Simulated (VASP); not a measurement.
# Ti3Al (vib) (Fm-3m) in VASP: notebook

Runs on Ti3Al (vib). Level: LDA. Tasks: single point, relaxation of cell and atoms.

Program: VASP 6.6.1. These are calculated values, not measurements. Logs are shortened: lines on timing, memory, paths and dates and some standing lists are left out, and cuts for length are marked.

## 1. The cell of the first run

It takes space group Fm-3m (No. 225, cubic). Conventional cell: a = 6.296 Å, b = 6.296 Å, c = 6.296 Å, α = 90.00°, β = 90.00°, γ = 90.00°. Ti (site symmetry -43m) has 10 Ti at 2.73 to 3.15 Å and 4 Al at 2.73 Å within 3.6 Å. Within 3.6 Å of Ti (site symmetry m-3m) lie 8 Ti at 2.73 Å and 6 Al at 3.15 Å. Within 3.6 Å of Al (site symmetry m-3m) lie 14 Ti at 2.73 to 3.15 Å.

## 2. Single point, LDA

Input file INCAR:

```
PREC = Accurate
ENCUT = 520
EDIFF = 1E-6
ISMEAR = 0
SIGMA = 0.1
LREAL = F
LASPH = T
NELM = 60
ALGO = Normal
ISIF = 2
LWAVE = F
LCHARG = T
LELF = T
LVHAR = T
NBANDS = 28
```

Input file KPOINTS:

```
regular mesh
0
Gamma
  10 10 10
```

Input file POSCAR:

```
Ti3Al
1.0
    0.0000000000      3.1481975249      3.1481975249
    3.1481975249      0.0000000000      3.1481975249
    3.1481975249      3.1481975249      0.0000000000
Ti Al
3 1
Direct
    0.7500000000      0.7500000000      0.7500000000
    0.2500000000      0.2500000000      0.2500000000
    0.0000000000      0.0000000000      0.0000000000
    0.5000000000      0.5000000000      0.5000000000
```

Potentials or basis: VASP PAW LDA potentials, release 64 (Ti_sv, Al).

Command:

```sh
$ cat potpaw_LDA.64/Ti_sv/POTCAR potpaw_LDA.64/Al/POTCAR > POTCAR
$ mpirun -np 1 vasp_std > vasp.out
```

OUTCAR:

```text
PREC = Accurate
   ENCUT = 520
   EDIFF = 1E-6
   ISMEAR = 0
   LREAL = F
   LASPH = T
   NELM = 60
   ISIF = 2

 ion  position               nearest neighbor table
   1  0.750  0.750  0.750-   4 2.73   4 2.73   4 2.73   3 2.73   4 2.73   3 2.73   3 2.73   3 2.73

   2  0.250  0.250  0.250-   3 2.73   3 2.73   3 2.73   3 2.73   4 2.73   4 2.73   4 2.73   4 2.73

   3  0.000  0.000  0.000-   1 2.73   1 2.73   1 2.73   1 2.73   2 2.73   2 2.73   2 2.73   2 2.73

   4  0.500  0.500  0.500-   2 2.73   2 2.73   2 2.73   1 2.73   2 2.73   1 2.73   1 2.73   1 2.73

  LATTYP: Found a face centered cubic cell.
 ALAT       =     6.2963950498

  Lattice vectors:

 A1 = (   0.0000000000,   3.1481975249,   3.1481975249)
 A2 = (   3.1481975249,   0.0000000000,   3.1481975249)
 A3 = (   3.1481975249,   3.1481975249,   0.0000000000)

Analysis of symmetry for initial positions (statically):
=====================================================================
 Subroutine PRICEL returns:
 Original cell was already a primitive cell.

 Routine SETGRP: Setting up the symmetry group for a
 face centered cubic supercell.

 Subroutine GETGRP returns: Found 48 space group operations
[... 9 lines left out ...]

 Routine SETGRP: Setting up the symmetry group for a
 face centered cubic supercell.

 Subroutine GETGRP returns: Found 48 space group operations
[... 11 lines left out ...]
                                     Primitive cell

  volume of cell :      62.4045

  direct lattice vectors                    reciprocal lattice vectors
     0.000000000  3.148197525  3.148197525    -0.158821038  0.158821038  0.158821038
     3.148197525  0.000000000  3.148197525     0.158821038 -0.158821038  0.158821038
     3.148197525  3.148197525  0.000000000     0.158821038  0.158821038 -0.158821038

  length of vectors
     4.452223637  4.452223637  4.452223637     0.275086108  0.275086108  0.275086108

  position of ions in fractional coordinates (direct lattice)
     0.750000000  0.750000000  0.750000000
     0.250000000  0.250000000  0.250000000
     0.000000000  0.000000000  0.000000000
     0.500000000  0.500000000  0.500000000

  ion indices of the primitive-cell ions
   primitive index   ion index
                 1           1
                 2           2
                 3           3
                 4           4

----------------------------------------------------------------------------------------

 KPOINTS: regular mesh

Automatic generation of k-mesh.
 Grid dimensions read from file:
 generate k-points for:   10   10   10

 Generating k-lattice:

  Cartesian coordinates                     Fractional coordinates (reciprocal lattice)
    -0.015882104  0.015882104  0.015882104     0.100000000  0.000000000  0.000000000
     0.015882104 -0.015882104  0.015882104     0.000000000  0.100000000  0.000000000
     0.015882104  0.015882104 -0.015882104     0.000000000  0.000000000  0.100000000

  Length of vectors
     0.027508611  0.027508611  0.027508611

  Shift w.r.t. Gamma in fractional coordinates (k-lattice)
     0.000000000  0.000000000  0.000000000

 Subroutine IBZKPT returns following result:
 ===========================================

 Found     47 irreducible k-points:

 Following reciprocal coordinates:
            Coordinates               Weight
  0.000000  0.000000  0.000000      1.000000
  0.100000  0.000000  0.000000      8.000000
  0.200000  0.000000  0.000000      8.000000
  0.300000  0.000000  0.000000      8.000000
  0.400000  0.000000  0.000000      8.000000
  0.500000  0.000000  0.000000      4.000000
[... 16 lines left out ...]
  0.300000  0.300000  0.000000      6.000000
  0.400000  0.300000  0.000000     24.000000
 [... further k-points ...]
   k-points           NKPTS =     47   k-points in BZ     NKDIM =     47   number of bands    NBANDS=     28
   number of dos      NEDOS =    301   number of ions     NIONS =      4
   total plane-waves  NPLWV =  46656
   dimension x,y,z NGX =    36 NGY =   36 NGZ =   36
   dimension x,y,z NGXF=    72 NGYF=   72 NGZF=   72
   ions per type =               3   1
   NGX,Y,Z   is equivalent  to a cutoff of  13.44, 13.44, 13.44 a.u.
   NGXF,Y,Z  is equivalent  to a cutoff of  26.88, 26.88, 26.88 a.u.
 SYSTEM =  unknown system
   PREC   = accura    normal or accurate (medium, high low for compatibility)
   ISTART =      0    job   : 0-new  1-cont  2-samecut
   ICHARG =      2    charge: 1-file 2-atom 10-const
   ISPIN  =      1    spin polarized calculation?
   LNONCOLLINEAR =      F non collinear calculations
   LSORBIT =      F    spin-orbit coupling
   LASPH  =      T    aspherical Exc in radial PAW
   ENCUT  =  520.0 eV  38.22 Ry    6.18 a.u.   8.28  8.28  8.28*2*pi/ulx,y,z
   NELM   =     60;   NELMIN=  2; NELMDL= -5     # of ELM steps
   EDIFF  = 0.1E-05   stopping-criterion for ELM
   LREAL  =      F    real-space projection
   EDIFFG = 0.1E-04   stopping-criterion for IOM
   NSW    =      0    number of steps for IOM
   IBRION =     -1    ionic relax: 0-MD 1-quasi-New 2-CG
   NFREE  =      0    steps in history (QN), initial steepest desc. (CG)
   ISIF   =      2    stress and relaxation
   ISYM   =      2    0-nonsym 1-usesym 2-fastsym
   POTIM  = 0.5000    time-step for ionic-motion
   TEBEG  =    0.0;   TEEND  =   0.0 temperature during run
   PSTRESS=    0.0 pullay stress
   NELECT =      39.0000    total number of electrons
   NUPDOWN=      -1.0000    fix difference up-down
   EMIN   =  10.00;   EMAX   =-10.00  energy-range for DOS
   EFERMI =   0.00;   METHOD = LEGACY
   ISMEAR =     0;   SIGMA  =   0.10  broadening in eV -4-tet -1-fermi 0-gaus
   EFERMI_NEDOS =   21; number of points for ismear=-14 and -15
   IALGO  =     38    algorithm
   IMIX   =      4    mixing-type and parameters
     AMIX     =   0.40;   BMIX     =  1.00
     AMIX_MAG =   1.60;   BMIX_MAG =  1.00
  volume/ion in A,a.u.               =      15.60       105.28
  Fermi-wavevector in a.u.,A,eV,Ry     =   1.399666  2.644985 26.654694  1.959065
  Thomas-Fermi vector in A             =   2.522703
   LORBIT       =      0    0 simple, 1 ext, 2 COOP (PROOUT), +10 PAW based schemes
   GGA     = CA    functional components
   LHFCALC =     F    Hartree Fock is set to
   AEXX    =    0.0000 exact exchange contribution
   IVDW    =     0    specifies the selected vdW correction
   LEPSILON=     F    determine dielectric tensor
   LRPA    =     F    only Hartree local field effects (RPA)
 non-spin polarized calculation
 Gauss-broadening in eV      SIGMA  =   0.10
  energy-cutoff  :      520.00
  volume of cell :       62.40
 maximum number of plane-waves:      1701
 NGX is ok and might be reduce to    36
   NGX = 17   NGY = 17   NGZ = 17

 number of electron      38.9999992 magnetization

 Free energy of the ion-electron system (eV)
  ---------------------------------------------------
  ext. energy  EPLUGINS =         0.00000000
  ---------------------------------------------------
  free energy    TOTEN  =       -30.47554712 eV

  energy without entropy =      -30.43657690  energy(sigma->0) =      -30.45606201

 E-fermi :   8.6681     XC(G=0): -11.8751

 val. band max:        8.6605626468   @ k =   0.4000   0.2000   0.0000
 cond. band min:       8.6803812785   @ k =   0.4000   0.4000   0.0000
 fundamental gap:      0.0198186316
 Fermi energy:         8.6680680401

 k-point     1 :       0.0000    0.0000    0.0000
  band No.  band energies     occupation
      1     -47.0807      2.00000
      2     -46.9726      2.00000
      3     -46.7404      2.00000
      4     -23.7791      2.00000
      5     -23.7791      2.00000
      6     -23.7791      2.00000
[... 20 lines left out ...]
     27      12.0176      0.00000
     28      12.0176      0.00000

 k-point     2 :       0.1000    0.0000    0.0000
  band No.  band energies     occupation
      1     -47.0762      2.00000
      2     -46.9739      2.00000
      3     -46.7437      2.00000
      4     -23.8193      2.00000
      5     -23.8007      2.00000
      6     -23.8007      2.00000
[... 20 lines left out ...]
     27      12.0428      0.00000
     28      12.0428      0.00000

 k-point     3 :       0.2000    0.0000    0.0000
  band No.  band energies     occupation
      1     -47.0639      2.00000
      2     -46.9776      2.00000
      3     -46.7526      2.00000
      4     -23.8510      2.00000
      5     -23.8309      2.00000
      6     -23.8309      2.00000
[... 20 lines left out ...]
     27      12.0305      0.00000
     28      12.0305      0.00000

 k-point     4 :       0.3000    0.0000    0.0000
  band No.  band energies     occupation
      1     -47.0463      2.00000
      2     -46.9836      2.00000
      3     -46.7644      2.00000
      4     -23.8575      2.00000
      5     -23.8564      2.00000
      6     -23.8564      2.00000
[... 20 lines left out ...]
     27      11.9131      0.00000
     28      11.9131      0.00000

 k-point     5 :       0.4000    0.0000    0.0000
  band No.  band energies     occupation
      1     -47.0277      2.00000
      2     -46.9920      2.00000
      3     -46.7749      2.00000
      4     -23.8732      2.00000
      5     -23.8732      2.00000
      6     -23.8439      2.00000
[... 20 lines left out ...]
     27      11.7525      0.00000
     28      11.7525      0.00000

 k-point     6 :       0.5000    0.0000    0.0000
  band No.  band energies     occupation
      1     -47.0167      2.00000
      2     -46.9989      2.00000
      3     -46.7792      2.00000
      4     -23.8790      2.00000
      5     -23.8790      2.00000
      6     -23.8321      2.00000
[... 463 lines left out ...]
      5     -23.8851      2.00000
      6     -23.8512      2.00000
[... 20 lines left out ...]
     27      11.8756      0.00000
     28      12.1191      0.00000

 k-point    22 :      -0.2000    0.2000    0.0000
  band No.  band energies     occupation
      1     -47.0408      2.00000
      2     -46.9846      2.00000
      3     -46.7691      2.00000
      4     -23.8917      2.00000
      5     -23.8665      2.00000
      6     -23.8527      2.00000
[... 20 lines left out ...]
     27      11.8599      0.00000
     28      12.2015      0.00000

 k-point    23 :       0.3000    0.3000    0.0000
  band No.  band energies     occupation
      1     -47.0365      2.00000
      2     -46.9838      2.00000
      3     -46.7742      2.00000
      4     -23.9440      2.00000
      5     -23.9440      2.00000
      6     -23.7864      2.00000
[... 20 lines left out ...]
     27      11.9020      0.00000
     28      11.9731      0.00000

 k-point    24 :       0.4000    0.3000    0.0000
  band No.  band energies     occupation
      1     -47.0240      2.00000
      2     -46.9871      2.00000
      3     -46.7836      2.00000
      4     -23.9600      2.00000
      5     -23.9579      2.00000
      6     -23.7918      2.00000
[... 20 lines left out ...]
     27      11.7849      0.00000
     28      11.9099      0.00000

 [... further k-points ...]
[... 5 lines left out ...]
  --------------------------------------------------------------------------------------
  -------------------------------------------------------------------------------------
  Total        0.0146259      0.0146259      0.0146259      0.0000000      0.0000000      0.0000000
  in kB        0.3755064      0.3755064      0.3755064      0.0000000      0.0000000      0.0000000
  external PRESSURE =       0.3755064 kB  Pullay stress =       0.0000000 kB

 VOLUME and BASIS-vectors are now :
 -----------------------------------------------------------------------------
  energy-cutoff  :      520.00
  volume of cell :       62.40
      direct lattice vectors                 reciprocal lattice vectors
     0.000000000  3.148197525  3.148197525    -0.158821038  0.158821038  0.158821038
     3.148197525  0.000000000  3.148197525     0.158821038 -0.158821038  0.158821038
     3.148197525  3.148197525  0.000000000     0.158821038  0.158821038 -0.158821038

 POSITION                                       TOTAL-FORCE (eV/Angst)
 -----------------------------------------------------------------------------------
      4.72230      4.72230      4.72230        -0.000000     -0.000000      0.000000
      1.57410      1.57410      1.57410         0.000000      0.000000      0.000000
      0.00000      0.00000      0.00000         0.000000      0.000000      0.000000
      3.14820      3.14820      3.14820         0.000000      0.000000     -0.000000
 -----------------------------------------------------------------------------------
    total drift:                                0.000000      0.000000      0.000000

  FREE ENERGIE OF THE ION-ELECTRON SYSTEM (eV)
  ---------------------------------------------------
  free  energy   TOTEN  =       -30.4755471171 eV

  energy  without entropy=      -30.4365768966  energy(sigma->0) =      -30.45606201
```

It took 40 s on 1 thread of Intel Xeon 6975P-C (Granite Rapids), shared host; peak memory 0.2 GiB.

Results:

- Free energy: -30.4755 eV
- Pressure: 0.0 GPa

(Continued in part 2 of 2.)
